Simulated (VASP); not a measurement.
# SiO2 (R-3m) in VASP: a series of runs, part 2 of 2

VASP 6.6.1.

### Step 4. Single point, PBE+D3(BJ) (8.39 Å³/atom)

This run uses another cell than the first one, of 8.39 Å³/atom.

The input, INCAR:

```
SYSTEM = SiO2
  PREC = Accurate
  ENCUT = 520
  EDIFF = 1E-6
  ISMEAR = 0
  SIGMA = 0.02
  LREAL = .False.
  LASPH = .True.
  NELM = 80
  ALGO = Normal
  ISIF = 2
  LWAVE = .False.
  LCHARG = .False.
  GGA = PE
  IVDW = 12
  NBANDS = 15
```

The input, KPOINTS:

```
regular mesh
0
Gamma
  12 12 12
  0 0 0
```

The input, POSCAR:

```
SiO2
1.0
    1.3268872966      0.7660787379      4.1252232812
   -1.3268872966      0.7660787379      4.1252232812
    0.0000000000     -1.5321574757      4.1252232812
Si O
1 2
Direct
    0.5000000000      0.5000000000      0.5000000000
    0.7597561639      0.7597561639      0.7597561639
    0.2402438361      0.2402438361      0.2402438361
```

Potentials or basis: VASP PAW PBE potentials, release 64 (Si, O).

On the command line:

```console
$ cat potpaw_PBE.64/Si/POTCAR potpaw_PBE.64/O/POTCAR > POTCAR
$ mpirun -np 1 vasp_std > vasp.out
```

OUTCAR:

```text
SYSTEM = SiO2
   PREC = Accurate
   ENCUT = 520
   EDIFF = 1E-6
   ISMEAR = 0
   LREAL = .False.
   LASPH = .True.
   NELM = 80
   ISIF = 2
   GGA = PE
   IVDW = 12
 IVDW          = 12

 ion  position               nearest neighbor table
   1  0.500  0.500  0.500-   3 1.78   2 1.78   3 1.78   3 1.78   2 1.78   2 1.78
   2  0.760  0.760  0.760-   1 1.78   1 1.78   1 1.78
   3  0.240  0.240  0.240-   1 1.78   1 1.78   1 1.78

  LATTYP: Found a trigonal (rhomboedric) cell.
 ALAT       =     4.4005651512
 COS(alpha) =     0.8181634605

  Lattice vectors:

 A1 = (   1.3268872966,   0.7660787379,   4.1252232812)
 A2 = (  -1.3268872966,   0.7660787379,   4.1252232812)
 A3 = (   0.0000000000,  -1.5321574757,   4.1252232812)

Analysis of symmetry for initial positions (statically):
=====================================================================
 Subroutine PRICEL returns:
 Original cell was already a primitive cell.

 Routine SETGRP: Setting up the symmetry group for a
 trigonal (rhombohedral) supercell.

 Subroutine GETGRP returns: Found 12 space group operations
 (whereof 12 operations were pure point group operations)
 out of a pool of 12 trial point group operations.

The static configuration has the point symmetry D_3d.

Analysis of symmetry for dynamics (positions and initial velocities):
=====================================================================
 Subroutine PRICEL returns:
 Original cell was already a primitive cell.

 Routine SETGRP: Setting up the symmetry group for a
 trigonal (rhombohedral) supercell.

 Subroutine GETGRP returns: Found 12 space group operations
 (whereof 12 operations were pure point group operations)
 out of a pool of 12 trial point group operations.

The dynamic configuration has the point symmetry D_3d.

 Subroutine INISYM returns: Found 12 space group operations
 (whereof 12 operations are pure point group operations),
 and found     1 'primitive' translations

----------------------------------------------------------------------------------------

                                     Primitive cell

  volume of cell :      25.1597

  direct lattice vectors                    reciprocal lattice vectors
     1.326887297  0.766078738  4.125223281     0.376821755  0.217558142  0.080803707
    -1.326887297  0.766078738  4.125223281    -0.376821755  0.217558142  0.080803707
     0.000000000 -1.532157476  4.125223281     0.000000000 -0.435116284  0.080803707

  length of vectors
     4.400565151  4.400565151  4.400565151     0.442555555  0.442555555  0.442555555

  position of ions in fractional coordinates (direct lattice)
     0.500000000  0.500000000  0.500000000
     0.759756164  0.759756164  0.759756164
     0.240243836  0.240243836  0.240243836

  ion indices of the primitive-cell ions
   primitive index   ion index
                 1           1
                 2           2
                 3           3

----------------------------------------------------------------------------------------

 KPOINTS: regular mesh

Automatic generation of k-mesh.
 Grid dimensions read from file:
[... 47 lines left out ...]
   k-points           NKPTS =    189   k-points in BZ     NKDIM =    189   number of bands    NBANDS=     15
   number of dos      NEDOS =    301   number of ions     NIONS =      3
   total plane-waves  NPLWV =  46656
   dimension x,y,z NGX =    36 NGY =   36 NGZ =   36
   dimension x,y,z NGXF=    72 NGYF=   72 NGZF=   72
   ions per type =               1   2
   NGX,Y,Z   is equivalent  to a cutoff of  13.60, 13.60, 13.60 a.u.
   NGXF,Y,Z  is equivalent  to a cutoff of  27.20, 27.20, 27.20 a.u.
 SYSTEM =  SiO2
   PREC   = accura    normal or accurate (medium, high low for compatibility)
   ISTART =      0    job   : 0-new  1-cont  2-samecut
   ICHARG =      2    charge: 1-file 2-atom 10-const
   ISPIN  =      1    spin polarized calculation?
   LNONCOLLINEAR =      F non collinear calculations
   LSORBIT =      F    spin-orbit coupling
   LASPH  =      T    aspherical Exc in radial PAW
   ENCUT  =  520.0 eV  38.22 Ry    6.18 a.u.   8.18  8.18  8.18*2*pi/ulx,y,z
   NELM   =     80;   NELMIN=  2; NELMDL= -5     # of ELM steps
   EDIFF  = 0.1E-05   stopping-criterion for ELM
   LREAL  =      F    real-space projection
   EDIFFG = 0.1E-04   stopping-criterion for IOM
   NSW    =      0    number of steps for IOM
   IBRION =     -1    ionic relax: 0-MD 1-quasi-New 2-CG
   NFREE  =      0    steps in history (QN), initial steepest desc. (CG)
   ISIF   =      2    stress and relaxation
   ISYM   =      2    0-nonsym 1-usesym 2-fastsym
   POTIM  = 0.5000    time-step for ionic-motion
   TEBEG  =    0.0;   TEEND  =   0.0 temperature during run
   PSTRESS=    0.0 pullay stress
   NELECT =      16.0000    total number of electrons
   NUPDOWN=      -1.0000    fix difference up-down
   EMIN   =  10.00;   EMAX   =-10.00  energy-range for DOS
   EFERMI =   0.00;   METHOD = LEGACY
   ISMEAR =     0;   SIGMA  =   0.02  broadening in eV -4-tet -1-fermi 0-gaus
   EFERMI_NEDOS =   21; number of points for ismear=-14 and -15
   IALGO  =     38    algorithm
   IMIX   =      4    mixing-type and parameters
     AMIX     =   0.40;   BMIX     =  1.00
     AMIX_MAG =   1.60;   BMIX_MAG =  1.00
  volume/ion in A,a.u.               =       8.39        56.60
  Fermi-wavevector in a.u.,A,eV,Ry     =   1.407817  2.660388 26.966037  1.981948
  Thomas-Fermi vector in A             =   2.530037
   LORBIT       =      0    0 simple, 1 ext, 2 COOP (PROOUT), +10 PAW based schemes
   GGA     = PE    functional components
   LHFCALC =     F    Hartree Fock is set to
   AEXX    =    0.0000 exact exchange contribution
   IVDW    =    12    specifies the selected vdW correction
   LEPSILON=     F    determine dielectric tensor
   LRPA    =     F    only Hartree local field effects (RPA)
 non-spin polarized calculation
 Gauss-broadening in eV      SIGMA  =   0.02
  energy-cutoff  :      520.00
  volume of cell :       25.16
 maximum number of plane-waves:       696
 NGX is ok and might be reduce to    36
   NGX = 17   NGY = 17   NGZ = 17

 number of electron      15.9999998 magnetization

 Free energy of the ion-electron system (eV)
  ---------------------------------------------------
  ext. energy  EPLUGINS =         0.00000000
  ---------------------------------------------------
  free energy    TOTEN  =       -22.54035050 eV

  energy without entropy =      -22.54035050  energy(sigma->0) =      -22.54035050

 E-fermi :   6.3808     XC(G=0): -11.6526

 val. band max:        6.2553617027   @ k =  -0.0833   0.0833   0.0000
 cond. band min:      12.6514897335   @ k =   0.0000   0.0000   0.0000
 fundamental gap:      6.3961280307
 Fermi energy:         6.3807682922

 k-point     1 :       0.0000    0.0000    0.0000
  band No.  band energies     occupation
      1     -16.0162      2.00000
      2     -11.7222      2.00000
      3      -0.1183      2.00000
      4       3.4905      2.00000
      5       3.4905      2.00000
      6       4.7365      2.00000
      7       4.7365      2.00000
      8       6.1853      2.00000
      9      12.6515      0.00000
     10      14.1890      0.00000
     11      19.3592      0.00000
     12      19.3592      0.00000
     13      22.4490      0.00000
     14      22.4490      0.00000
[... 401 lines left out ...]
      2     -11.8638      2.00000
      3      -2.2861      2.00000
      4      -0.3710      2.00000
      5       0.5235      2.00000
      6       2.4047      2.00000
      7       4.2742      2.00000
      8       4.6819      2.00000
      9      15.6560      0.00000
     10      18.1861      0.00000
     11      19.7702      0.00000
     12      20.8096      0.00000
     13      21.0232      0.00000
     14      21.6061      0.00000
     15      23.1493      0.00000

 [... further k-points ...]

------------------------ aborting loop because EDIFF is reached ----------------------------------------

 Edisp (eV)   -0.65077

 E8    (eV) :    -0.2200

  FORCE on cell =-STRESS in cart. coord.  units (eV):
  Direction    XX          YY          ZZ          XY          YZ          ZX
  --------------------------------------------------------------------------------------
  -------------------------------------------------------------------------------------
  Total       1.94187     1.94187     1.73537     0.00000     0.00000    -0.00000
  in kB     123.65899   123.65899   110.50880     0.00000     0.00000    -0.00000
  external pressure =      119.28 kB  Pullay stress =        0.00 kB

 VOLUME and BASIS-vectors are now :
 -----------------------------------------------------------------------------
  energy-cutoff  :      520.00
  volume of cell :       25.16
      direct lattice vectors                 reciprocal lattice vectors
     1.326887297  0.766078738  4.125223281     0.376821755  0.217558142  0.080803707
    -1.326887297  0.766078738  4.125223281    -0.376821755  0.217558142  0.080803707
     0.000000000 -1.532157476  4.125223281     0.000000000 -0.435116284  0.080803707

 POSITION                                       TOTAL-FORCE (eV/Angst)
 -----------------------------------------------------------------------------------
      0.00000      0.00000      6.18783        -0.000000      0.000000      0.000000
      0.00000      0.00000      9.40249         0.000000     -0.000000     -0.021982
      0.00000      0.00000      2.97318         0.000000      0.000000      0.021982
 -----------------------------------------------------------------------------------
    total drift:                               -0.000000      0.000000      0.000000

  FREE ENERGIE OF THE ION-ELECTRON SYSTEM (eV)
  ---------------------------------------------------
  free  energy   TOTEN  =       -23.1911235907 eV

  energy  without entropy=      -23.1911235907  energy(sigma->0) =      -23.19112359
```

OSZICAR:

```text
N       E                     dE             d eps       ncg     rms          rms(c)
DAV:   1     0.525339920161E+02    0.52534E+02   -0.87868E+03  5766   0.103E+03
DAV:   2    -0.223400878897E+02   -0.74874E+02   -0.70998E+02  7709   0.227E+02
DAV:   3    -0.246511170202E+02   -0.23110E+01   -0.23062E+01  6510   0.378E+01
DAV:   4    -0.246621225372E+02   -0.11006E-01   -0.11005E-01  6881   0.305E+00
DAV:   5    -0.246622037883E+02   -0.81251E-04   -0.81251E-04  6489   0.247E-01    0.122E+01
DAV:   6    -0.225319812592E+02    0.21302E+01   -0.41870E+00  5985   0.195E+01    0.559E+00
DAV:   7    -0.225346408353E+02   -0.26596E-02   -0.25701E-01  6272   0.413E+00    0.219E+00
DAV:   8    -0.225376715286E+02   -0.30307E-02   -0.98397E-03  6671   0.116E+00    0.656E-01
DAV:   9    -0.225401819648E+02   -0.25104E-02   -0.43322E-03  5999   0.658E-01    0.197E-01
DAV:  10    -0.225403365903E+02   -0.15463E-03   -0.22890E-04  6552   0.140E-01    0.436E-02
DAV:  11    -0.225403490842E+02   -0.12494E-04   -0.35883E-05  6279   0.662E-02    0.131E-02
DAV:  12    -0.225403502790E+02   -0.11948E-05   -0.42413E-06  6755   0.195E-02    0.258E-03
DAV:  13    -0.225403504998E+02   -0.22075E-06   -0.32520E-07  4858   0.494E-03
   1 F= -.23191124E+02 E0= -.23191124E+02  d E =-.329529E-21
```

Run time: 2.7 min. Hardware: 1 thread of Intel Xeon Platinum 8175M at 2.50GHz (Skylake/Cascade Lake), shared host; peak memory 0.24 GiB.

What came out:

```
Free energy                : -23.1911 eV
Pressure                   : 11.9 GPa
Largest force              : 0.022 eV/Å
Band gap on the k mesh     : 6.40 eV (least direct gap 6.47 eV)
Dispersion energy per atom : -0.217 eV
```

Forces on the atoms (eV/Å):
```
Si   0.000  0.000  0.000
O    0.000  0.000 -0.022
O    0.000  0.000  0.022
```

Caveat: the cell stands under pressure. A k mesh can miss the band edges.

### Step 5. The runs side by side

```csv
task,cell,k mesh,cutoff (eV),smearing,gap on the mesh (eV),pressure (GPa),largest force (eV/Å)
single point,"a = 4.802 Å, angles 32.5°, 3 atoms, atomic positions A",6 × 6 × 6,520,gaussian 0.1 eV,6.17,0.8,0.02
relaxation of cell and atoms,"relaxed from a = 4.799 Å, angles 31.8°, 3 atoms, atomic positions B",6 × 6 × 6,600,gaussian 0.1 eV,6.11,0.1,0.03
single point,"a = 4.401 Å, angles 35.1°, 3 atoms, atomic positions C",12 × 12 × 12,520,gaussian 0.02 eV,6.40,11.9,0.02
```

Alike in all rows: level PBE+D3(BJ); potentials or basis VASP PAW PBE potentials, release 64 (Si, O); no spin polarisation.

Caveats: some runs use coarse meshes; the cell stands under pressure (at least some runs).

Absolute energies hang on the potentials; compare differences alone.
